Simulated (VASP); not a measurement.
# CdS (R3m) in VASP: further runs, part 3 of 3

VASP 6.6.1.

### 5 Electric field gradients, PBE (equal xy, yz and zx shear strains of +2 %)

The input, INCAR:

```
SYSTEM = CdS
PREC     = Accurate       ! precision mode
ENCUT    = 520            ! plane-wave cutoff, eV
EDIFF    = 1E-8           ! SCF threshold, eV
ISMEAR   = -1             ! smearing method
SIGMA    = 0.02           ! smearing width, eV
LREAL    = .False.        ! projectors in reciprocal space
LASPH    = .True.         ! aspherical terms in the spheres
NELM     = 60             ! most SCF steps
ALGO     = Normal         ! electronic algorithm
ISIF     = 2              ! what is computed and relaxed
LWAVE    = .False.        ! write WAVECAR
LCHARG   = .False.        ! write CHGCAR
GGA      = PE             ! functional
LEFG     = .True.       
NBANDS   = 16             ! bands
```

The input, KPOINTS:

```
Automatic mesh
0
Gamma
  7 7 7
  0 0 0
```

The input, POSCAR:

```
CdS
1.0
    0.0588590693      2.9723829996      2.9723829996
    2.9723829996      0.0588590693      2.9723829996
    2.9723829996      2.9723829996      0.0588590693
Cd S
1 1
Direct
    0.0000000000      0.0000000000      0.0000000000
    0.7500000000      0.7500000000      0.7500000000
```

Potentials or basis: VASP PAW PBE potentials, release 64 (Cd, S).

On the command line:

```sh
> cat potpaw_PBE.64/Cd/POTCAR potpaw_PBE.64/S/POTCAR > POTCAR
> mpirun -np 1 vasp_std > vasp.out
```

OUTCAR:

```text
SYSTEM = CdS
   PREC = Accurate
   ENCUT = 520
   EDIFF = 1E-8
   ISMEAR = -1
   LREAL = .False.
   LASPH = .True.
   NELM = 60
   ISIF = 2
   GGA = PE

 ion  position               nearest neighbor table
   1  0.000  0.000  0.000-   2 2.53   2 2.53   2 2.53   2 2.60
   2  0.750  0.750  0.750-   1 2.53   1 2.53   1 2.53   1 2.60

  LATTYP: Found a trigonal (rhomboedric) cell.
 ALAT       =     4.2039964061
 COS(alpha) =     0.5197000882

  Lattice vectors:

 A1 = (   0.0588590693,   2.9723829996,   2.9723829996)
 A2 = (   2.9723829996,   0.0588590693,   2.9723829996)
 A3 = (   2.9723829996,   2.9723829996,   0.0588590693)

Analysis of symmetry for initial positions (statically):
=====================================================================
 Subroutine PRICEL returns:
 Original cell was already a primitive cell.

 Routine SETGRP: Setting up the symmetry group for a
 trigonal (rhombohedral) supercell.

 Subroutine GETGRP returns: Found  6 space group operations
 (whereof  6 operations were pure point group operations)
 out of a pool of 12 trial point group operations.

The static configuration has the point symmetry C_3v.

Analysis of symmetry for dynamics (positions and initial velocities):
=====================================================================
 Subroutine PRICEL returns:
 Original cell was already a primitive cell.

 Routine SETGRP: Setting up the symmetry group for a
 trigonal (rhombohedral) supercell.

 Subroutine GETGRP returns: Found  6 space group operations
 (whereof  6 operations were pure point group operations)
 out of a pool of 12 trial point group operations.

The dynamic configuration has the point symmetry C_3v.

 Subroutine INISYM returns: Found  6 space group operations
 (whereof  6 operations are pure point group operations),
 and found     1 'primitive' translations

----------------------------------------------------------------------------------------

                                     Primitive cell

  volume of cell :      50.9625

  direct lattice vectors                    reciprocal lattice vectors
     0.058859069  2.972383000  2.972383000    -0.173295972  0.169931001  0.169931001
     2.972383000  0.058859069  2.972383000     0.169931001 -0.173295972  0.169931001
     2.972383000  2.972383000  0.058859069     0.169931001  0.169931001 -0.173295972

  length of vectors
     4.203996406  4.203996406  4.203996406     0.296284634  0.296284634  0.296284634

  position of ions in fractional coordinates (direct lattice)
     0.000000000  0.000000000  0.000000000
     0.750000000  0.750000000  0.750000000

  ion indices of the primitive-cell ions
   primitive index   ion index
                 1           1
                 2           2

----------------------------------------------------------------------------------------

 KPOINTS: Automatic mesh

Automatic generation of k-mesh.
 Grid dimensions read from file:
 generate k-points for:    7    7    7

 Generating k-lattice:
[... 59 lines left out ...]
   LASPH  =      T    aspherical Exc in radial PAW
   ENCUT  =  520.0 eV  38.22 Ry    6.18 a.u.   7.82  7.82  7.82*2*pi/ulx,y,z
   NELM   =     60;   NELMIN=  2; NELMDL= -5     # of ELM steps
   EDIFF  = 0.1E-07   stopping-criterion for ELM
   LREAL  =      F    real-space projection
   EDIFFG = 0.1E-06   stopping-criterion for IOM
   NSW    =      0    number of steps for IOM
   IBRION =     -1    ionic relax: 0-MD 1-quasi-New 2-CG
   NFREE  =      0    steps in history (QN), initial steepest desc. (CG)
   ISIF   =      2    stress and relaxation
   ISYM   =      2    0-nonsym 1-usesym 2-fastsym
   POTIM  = 0.5000    time-step for ionic-motion
   TEBEG  =    0.0;   TEEND  =   0.0 temperature during run
   PSTRESS=    0.0 pullay stress
   NELECT =      18.0000    total number of electrons
   NUPDOWN=      -1.0000    fix difference up-down
   EMIN   =  10.00;   EMAX   =-10.00  energy-range for DOS
   EFERMI =   0.00;   METHOD = LEGACY
   ISMEAR =    -1;   SIGMA  =   0.02  broadening in eV -4-tet -1-fermi 0-gaus
   EFERMI_NEDOS =   21; number of points for ismear=-14 and -15
   IALGO  =     38    algorithm
   IMIX   =      4    mixing-type and parameters
     AMIX     =   0.40;   BMIX     =  1.00
     AMIX_MAG =   1.60;   BMIX_MAG =  1.00
  volume/ion in A,a.u.               =      25.48       171.96
  Fermi-wavevector in a.u.,A,eV,Ry     =   1.157219  2.186826 18.220310  1.339155
  Thomas-Fermi vector in A             =   2.293832
   LORBIT       =      0    0 simple, 1 ext, 2 COOP (PROOUT), +10 PAW based schemes
   GGA     = PE    functional components
[... 5 lines left out ...]
 non-spin polarized calculation
  energy-cutoff  :      520.00
  volume of cell :       50.96
 maximum number of plane-waves:      1393
   NGX = 15   NGY = 15   NGZ = 15

 number of electron      18.0000004 magnetization

 Free energy of the ion-electron system (eV)
  ---------------------------------------------------
  ext. energy  EPLUGINS =         0.00000000
  ---------------------------------------------------
  free energy    TOTEN  =        -6.13133628 eV

  energy without entropy =       -6.13133628  energy(sigma->0) =       -6.13133628

 E-fermi :   1.5323     XC(G=0):  -9.0242

 val. band max:        1.1200579758   @ k =   0.0000   0.0000   0.0000
 cond. band min:       2.1775415451   @ k =   0.0000   0.0000   0.0000
 fundamental gap:      1.0574835693
 Fermi energy:         1.5322667823

 k-point     1 :       0.0000    0.0000    0.0000
  band No.  band energies     occupation
      1     -11.1225      2.00000
      2      -6.5593      2.00000
      3      -6.5593      2.00000
      4      -6.5277      2.00000
      5      -6.1040      2.00000
      6      -6.1040      2.00000
[... 433 lines left out ...]
      3      -6.3909      2.00000
      4      -6.2116      2.00000
      5      -6.0745      2.00000
      6      -5.9778      2.00000
[... 8 lines left out ...]
     15      13.4822      0.00000
     16      14.7932      0.00000

 [... further k-points ...]
[... 5 lines left out ...]
  --------------------------------------------------------------------------------------
  -------------------------------------------------------------------------------------
  Total        0.5040394      0.5040394      0.5040394     -0.3047358     -0.3047358     -0.3047358
  in kB       15.8461705     15.8461705     15.8461705     -9.5803913     -9.5803913     -9.5803913
  external PRESSURE =      15.8461705 kB  Pullay stress =       0.0000000 kB

 VOLUME and BASIS-vectors are now :
 -----------------------------------------------------------------------------
  energy-cutoff  :      520.00
  volume of cell :       50.96
      direct lattice vectors                 reciprocal lattice vectors
     0.058859069  2.972383000  2.972383000    -0.173295972  0.169931001  0.169931001
     2.972383000  0.058859069  2.972383000     0.169931001 -0.173295972  0.169931001
     2.972383000  2.972383000  0.058859069     0.169931001  0.169931001 -0.173295972

 POSITION                                       TOTAL-FORCE (eV/Angst)
 -----------------------------------------------------------------------------------
      0.00000      0.00000      0.00000        -0.111164     -0.111164     -0.111164
      4.50272      4.50272      4.50272         0.111164      0.111164      0.111164
 -----------------------------------------------------------------------------------
    total drift:                               -0.000150     -0.000150     -0.000149

  FREE ENERGIE OF THE ION-ELECTRON SYSTEM (eV)
  ---------------------------------------------------
  free  energy   TOTEN  =        -6.1313362793 eV

  energy  without entropy=       -6.1313362793  energy(sigma->0) =       -6.13133628

 Electric field gradients (V/A^2)
---------------------------------------------------------------------
 ion       V_xx      V_yy      V_zz      V_xy      V_xz      V_yz
---------------------------------------------------------------------
   1      -0.000     0.000    -0.000    10.921    10.921    10.921
   2      -0.000    -0.000    -0.000     2.184     2.184     2.184
---------------------------------------------------------------------

 Electric field gradients after diagonalization (V/A^2)
 (convention: |V_zz| > |V_xx| > |V_yy|)
----------------------------------------------------------------------
 ion       V_xx      V_yy      V_zz     asymmetry (V_yy - V_xx)/ V_zz
----------------------------------------------------------------------
   1     -10.921   -10.921    21.841       0.000
   2      -2.184    -2.184     4.368       0.000
----------------------------------------------------------------------

           NMR quadrupolar parameters

 Cq : quadrupolar parameter    Cq=e*Q*V_zz/h
 eta: asymmetry parameters     (V_yy - V_xx)/ V_zz
 Q  : nuclear electric quadrupole moment in mb (millibarn)
----------------------------------------------------------------------
 ion       Cq(MHz)       eta       Q (mb)
----------------------------------------------------------------------
   1       0.053       0.000       1.000
   2       0.011       0.000       1.000
----------------------------------------------------------------------
```

It took 26 s on 1 thread of Intel Xeon Platinum 8259CL at 2.50GHz (Skylake/Cascade Lake), shared host; peak memory 0.19 GiB.

What came out:

* Free energy: -6.1313 eV
* Pressure: 1.6 GPa
* Largest force: 0.193 eV/Å
* Band gap on the k mesh: 1.06 eV, direct

Forces in eV/Å, atoms in the order of the input:
```
Cd  -0.111 -0.111 -0.111
S    0.111  0.111  0.111
```

Electric field gradients, principal values (V/Å²):
```
atom    least   middle  greatest (by size)
1 Cd  -10.921  -10.921              21.841
 2 S   -2.184   -2.184               4.368
```

Caveat: the cell differs from its parent crystal (equal xy, yz and zx shear strains of +2 %); without QUAD_EFG the Cq values of the log hold for a quadrupole moment of 1 mb, not for the nuclei.

### 6 Overview

| cell | gap on the mesh (eV) | pressure (GPa) | largest force (eV/Å) |
| --- | --- | --- | --- |
| a = 4.100 Å, angles 62.0°, 2 atoms | 1.02 | 1.7 | 0.38 |
| a = 4.141 Å, angles 60.7°, 2 atoms | 1.06 | 1.5 | 0.11 |
| a = 4.204 Å, angles 58.7°, 2 atoms | 1.06 | 1.6 | 0.19 |

Alike in all rows: task electric field gradients; level PBE; potentials or basis VASP PAW PBE potentials, release 64 (Cd, S); no spin polarisation; k mesh 7 × 7 × 7; cutoff (eV) 520; smearing fermi-dirac 0.02 eV.

Absolute energies hang on the potentials; compare differences alone.
